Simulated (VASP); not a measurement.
# VSi2 (P6_422) in VASP: single point with PBE

Aim: the single point of VSi2 with PBE.

Program: VASP 6.6.1. These are calculated values, not measurements. Logs are shortened: lines on timing, memory, paths and dates and some standing lists are left out, and cuts for length are marked.

## Step 1: The cell of the first run

Symmetry: P6_422, No. 181, hexagonal system. Conventional cell: a = 4.565 Å, b = 4.565 Å, c = 6.368 Å, α = 90.00°, β = 90.00°, γ = 120.00°. Within 3.3 Å of V (site symmetry 222) lie 10 Si at 2.51 to 2.67 Å and 4 V at 3.12 Å. Si (site symmetry 2) has 9 Si at 2.48 to 3.16 Å and 5 V at 2.51 to 2.67 Å within 3.3 Å.

## Step 2: Single point, PBE

File INCAR:

```
ALGO     = Normal         # electronic algorithm
EDIFF    = 1E-6           # SCF threshold, eV
ENCUT    = 520            # plane-wave cutoff, eV
GGA      = PE             # functional
ISIF     = 2              # what is computed and relaxed
ISMEAR   = 0              # smearing method
LASPH    = True           # aspherical terms in the spheres
LCHARG   = False          # write CHGCAR
LREAL    = False          # projectors in reciprocal space
LWAVE    = False          # write WAVECAR
NBANDS   = 42             # bands
NELM     = 80             # most SCF steps
PREC     = Accurate       # precision mode
SIGMA    = 0.1            # smearing width, eV
```

File KPOINTS:

```
k-points
0
Gamma
  12 12 6
```

File POSCAR:

```
VSi2
1.0
    4.5651401491      0.0000000000      0.0000000000
   -2.2825700746      3.9535273410      0.0000000000
    0.0000000000      0.0000000000      6.3683600826
V Si
3 6
Direct
    0.5000000000      0.0000000000      0.0000000000
    0.5000000000      0.5000000000      0.6666666667
    0.0000000000      0.5000000000      0.3333333333
    0.1628330912      0.3256661824      0.0000000000
    0.8371669088      0.1628330912      0.6666666667
    0.6743338176      0.8371669088      0.3333333333
    0.8371669088      0.6743338176      0.0000000000
    0.1628330912      0.8371669088      0.6666666667
    0.3256661824      0.1628330912      0.3333333333
```

Potentials or basis: VASP PAW PBE potentials, release 64 (V_sv, Si).

Launch:

```sh
$ cat potpaw_PBE.64/V_sv/POTCAR potpaw_PBE.64/Si/POTCAR > POTCAR
$ mpirun -np 1 vasp_std > vasp.out
```

OUTCAR:

```text
EDIFF = 1E-6
   ENCUT = 520
   GGA = PE
   ISIF = 2
   ISMEAR = 0
   LASPH = True
   LREAL = False
   NELM = 80
   PREC = Accurate

 ion  position               nearest neighbor table
   1  0.500  0.000  0.000-   5 2.51   8 2.51   6 2.51   9 2.51   4 2.62   7 2.62   7 2.62   4 2.62
                             4 2.67   7 2.67
   2  0.500  0.500  0.667-   4 2.51   7 2.51   6 2.51   9 2.51   8 2.62   5 2.62   8 2.62   5 2.62
                             8 2.67   5 2.67
   3  0.000  0.500  0.333-   4 2.51   7 2.51   5 2.51   8 2.51   6 2.62   9 2.62   9 2.62   6 2.62
                             6 2.67   9 2.67
   4  0.163  0.326  0.000-   5 2.48   9 2.48   2 2.51   3 2.51   7 2.58   1 2.62   1 2.62   1 2.67
                             7 2.67   7 2.67   6 3.08   8 3.08
   5  0.837  0.163  0.667-   4 2.48   6 2.48   1 2.51   3 2.51   8 2.58   2 2.62   2 2.62   2 2.67
                             8 2.67   8 2.67   7 3.08   9 3.08
   6  0.674  0.837  0.333-   7 2.48   5 2.48   1 2.51   2 2.51   9 2.58   3 2.62   3 2.62   3 2.67
                             9 2.67   9 2.67   4 3.08   8 3.08
   7  0.837  0.674  0.000-   8 2.48   6 2.48   2 2.51   3 2.51   4 2.58   1 2.62   1 2.62   1 2.67
                             4 2.67   4 2.67   9 3.08   5 3.08
   8  0.163  0.837  0.667-   7 2.48   9 2.48   1 2.51   3 2.51   5 2.58   2 2.62   2 2.62   2 2.67
                             5 2.67   5 2.67   4 3.08   6 3.08
   9  0.326  0.163  0.333-   4 2.48   8 2.48   1 2.51   2 2.51   6 2.58   3 2.62   3 2.62   3 2.67
                             6 2.67   6 2.67   7 3.08   5 3.08

  LATTYP: Found a hexagonal cell.
 ALAT       =     4.5651401491
 C/A-ratio  =     1.3949977163

  Lattice vectors:

 A1 = (   4.5651401491,   0.0000000000,   0.0000000000)
 A2 = (  -2.2825700746,   3.9535273410,   0.0000000000)
 A3 = (   0.0000000000,   0.0000000000,   6.3683600826)

Analysis of symmetry for initial positions (statically):
=====================================================================
 Subroutine PRICEL returns:
 Original cell was already a primitive cell.

 Routine SETGRP: Setting up the symmetry group for a
 hexagonal supercell.

 Subroutine GETGRP returns: Found 12 space group operations
 (whereof  4 operations were pure point group operations)
 out of a pool of 24 trial point group operations.

The static configuration has the point symmetry D_2 .
 The point group associated with its full space group is D_6 .

Analysis of symmetry for dynamics (positions and initial velocities):
=====================================================================
 Subroutine PRICEL returns:
 Original cell was already a primitive cell.

 Routine SETGRP: Setting up the symmetry group for a
 hexagonal supercell.

 Subroutine GETGRP returns: Found 12 space group operations
[... 131 lines left out ...]
   EMIN   =  10.00;   EMAX   =-10.00  energy-range for DOS
   EFERMI =   0.00;   METHOD = LEGACY
   ISMEAR =     0;   SIGMA  =   0.10  broadening in eV -4-tet -1-fermi 0-gaus
   EFERMI_NEDOS =   21; number of points for ismear=-14 and -15
   IALGO  =     38    algorithm
   IMIX   =      4    mixing-type and parameters
     AMIX     =   0.40;   BMIX     =  1.00
     AMIX_MAG =   1.60;   BMIX_MAG =  1.00
  volume/ion in A,a.u.               =      12.77        86.18
  Fermi-wavevector in a.u.,A,eV,Ry     =   1.339778  2.531813 24.422529  1.795005
  Thomas-Fermi vector in A             =   2.468143
   LORBIT       =      0    0 simple, 1 ext, 2 COOP (PROOUT), +10 PAW based schemes
   GGA     = PE    functional components
   LHFCALC =     F    Hartree Fock is set to
   AEXX    =    0.0000 exact exchange contribution
   IVDW    =     0    specifies the selected vdW correction
   LEPSILON=     F    determine dielectric tensor
   LRPA    =     F    only Hartree local field effects (RPA)
 non-spin polarized calculation
 Gauss-broadening in eV      SIGMA  =   0.10
  energy-cutoff  :      520.00
  volume of cell :      114.94
 maximum number of plane-waves:      3132
 NGX is ok and might be reduce to    36
   NGX = 17   NGY = 17   NGZ = 23

 number of electron      63.0000014 magnetization

 Free energy of the ion-electron system (eV)
  ---------------------------------------------------
  ext. energy  EPLUGINS =         0.00000000
  ---------------------------------------------------
  free energy    TOTEN  =       -63.89282920 eV

  energy without entropy =      -63.86005766  energy(sigma->0) =      -63.87644343

 E-fermi :  11.2351     XC(G=0): -12.1853

 val. band max:       11.2278065063   @ k =   0.3333   0.1667   0.5000
 cond. band min:      11.2409987828   @ k =   0.3333   0.3333   0.3333
 fundamental gap:      0.0131922765
 Fermi energy:        11.2350910497

 k-point     1 :       0.0000    0.0000    0.0000
  band No.  band energies     occupation
      1     -52.7356      2.00000
      2     -52.7205      2.00000
      3     -52.7205      2.00000
      4     -26.6978      2.00000
      5     -26.6978      2.00000
      6     -26.6776      2.00000
[... 1069 lines left out ...]
     41      14.4710      0.00000
     42      14.7031      0.00000

 [... further k-points ...]

------------------------ aborting loop because EDIFF is reached ----------------------------------------

  FORCE on cell =-STRESS in cart. coord.  units (eV):
  Direction    XX          YY          ZZ          XY          YZ          ZX
  --------------------------------------------------------------------------------------
  -------------------------------------------------------------------------------------
  Total        0.0192294      0.0192294      0.0172448     -0.0000000      0.0000000     -0.0000000
  in kB        0.2680457      0.2680457      0.2403816     -0.0000000      0.0000000     -0.0000000
  external PRESSURE =       0.2588243 kB  Pullay stress =       0.0000000 kB

 VOLUME and BASIS-vectors are now :
 -----------------------------------------------------------------------------
  energy-cutoff  :      520.00
  volume of cell :      114.94
      direct lattice vectors                 reciprocal lattice vectors
     4.565140149  0.000000000  0.000000000     0.219051325  0.126469342  0.000000000
    -2.282570075  3.953527341  0.000000000     0.000000000  0.252938683  0.000000000
     0.000000000  0.000000000  6.368360083     0.000000000  0.000000000  0.157026297

 POSITION                                       TOTAL-FORCE (eV/Angst)
 -----------------------------------------------------------------------------------
      2.28257      0.00000      0.00000         0.000000      0.000000      0.000000
      1.14129      1.97676      4.24557         0.000000      0.000000     -0.000000
     -1.14129      1.97676      2.12279         0.000000     -0.000000      0.000000
     -0.00000      1.28753      0.00000         0.000000     -0.001392      0.000000
      3.45011      0.64377      4.24557         0.001206     -0.000696      0.000000
      1.16754      3.30976      2.12279         0.001206      0.000696      0.000000
      2.28257      2.66600      0.00000        -0.000000      0.001392      0.000000
     -1.16754      3.30976      4.24557        -0.001206      0.000696      0.000000
      1.11503      0.64377      2.12279        -0.001206     -0.000696      0.000000
 -----------------------------------------------------------------------------------
    total drift:                                0.000000     -0.000000      0.000001

  FREE ENERGIE OF THE ION-ELECTRON SYSTEM (eV)
  ---------------------------------------------------
  free  energy   TOTEN  =       -63.8928291985 eV

  energy  without entropy=      -63.8600576639  energy(sigma->0) =      -63.87644343
```

stdout:

```text
POSCAR found type information on POSCAR V Si
 POSCAR found :  2 types and       9 ions
 scaLAPACK will be used
 LDA part: xc-table for (Slater+PW92), standard interpolation
 POSCAR, INCAR and KPOINTS ok, starting setup
 FFT: planning ... GRIDC
 FFT: planning ... GRID_SOFT
 FFT: planning ... GRID
 WAVECAR not read
 entering main loop
```

Run time: 3.7 min. Hardware: 1 thread of Intel Xeon Platinum 8488C (Sapphire Rapids), shared host; peak memory 0.4 GiB.

What came out:

```yaml
Free_energy: -63.8928 eV
Pressure: 0.0 GPa
Band_gap_on_the_k_mesh: zero (an odd number of electrons rules out a gap without spin polarisation)
```

Caveat: an odd number of electrons without spin polarisation forces a metal; a magnetic or distorted state may lie lower.
